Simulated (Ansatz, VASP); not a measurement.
**Two plane-wave programs on HfO2**

```
CELL_PARAMETERS angstrom
0.00000 2.46318 2.63985
2.46318 0.00000 2.63985
2.46318 2.46318 0.00000
ATOMIC_POSITIONS crystal
Hf 0.99706 0.00294 0.00294
O 0.26640 0.23360 0.23360
O 0.76640 0.73360 0.73360
```

Change from the starting cell: mode 4 frozen in at -0.083 Å, strain +e along z and -e/2 along x and y +0.0467.

Alike in both runs: task single point; functional PBEsol; k mesh 8 × 8 × 8; occupations gaussian, width 0.05 eV; no spin polarisation.

|  | VASP | Ansatz |
| --- | --- | --- |
| version | VASP 6.6.1 | Ansatz 0.2.0 |
| potentials or method | VASP PAW PBE potentials, release 64 (Hf_pv, O), cutoff 520 eV | scalar-relativistic, plane waves, PAW |
| valence electrons in the cell | 22 | 38 |

```tsv
	VASP	Ansatz	Ansatz less VASP
gap on the k mesh at the Fermi level (eV)	2.94	2.94	-0.002
least direct gap on the mesh (eV)	3.22	3.21	-0.009
pressure (GPa)	-2.2	1.6	+3.74
traceless stress, the component that is largest in VASP (GPa)	-22.10	-21.68	+0.415
rms of the force components (eV/Å)	0.225	0.233	+0.0079
```

VASP's potentials were made for PBE, not for PBEsol, and Ansatz warns of the same on its side. Atom by atom the forces differ by 0.008 eV/Å (rms over components). VASP's potentials hold 22 valence electrons a cell and Ansatz's 38, so a difference there can come from the potentials and not from the codes.

Spin-orbit coupling is off throughout.
